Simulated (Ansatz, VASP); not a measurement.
# BaTiO3 in VASP and in Ansatz

```
Ba Ti O
1.0
     3.86579    0.00000    0.00000
     0.00000    3.86579    0.00000
     0.00000    0.00000    4.07575
Ba Ti O
1 1 3
Direct
  0.00000 0.00000 0.98632
  0.50000 0.50000 0.46908
  0.50000 0.50000 0.03785
  0.50000 0.00000 0.51738
  0.00000 0.50000 0.51738
```

Change from the starting cell: strain -0.030 along x and y, -0.030 along z, atoms carried along.

Alike in both runs: task single point; functional PBE; k mesh 8 × 8 × 6; occupations gaussian, width 0.05 eV; no spin polarisation.

```csv
,VASP,Ansatz
version,VASP 6.6.1,Ansatz 0.2.0
potentials or method,"VASP PAW PBE potentials, release 64 (Ba_sv, Ti_sv, O), cutoff 520 eV","scalar-relativistic, plane waves, PAW"
valence electrons in the cell,40,40
```

VASP gave:

```
gap on the k mesh at the Fermi level (eV)                     : 1.98
least direct gap on the mesh (eV)                             : 2.53
pressure (GPa)                                                : 19.6
traceless stress, the component that is largest in VASP (GPa) : -0.33
rms of the force components (eV/Å)                            : 0.468
```

Q: What did Ansatz give for the same quantities?

A: gap on the k mesh at the Fermi level (eV): 2.04; least direct gap on the mesh (eV): 2.57; pressure (GPa): 17.3; traceless stress, the component that is largest in VASP (GPa): -0.36; rms of the force components (eV/Å): 0.436.

Atom by atom the forces differ by 0.038 eV/Å (rms over components). With one functional, cell and mesh, what is left measures potentials, basis and numerics.

Spin-orbit coupling is off throughout.
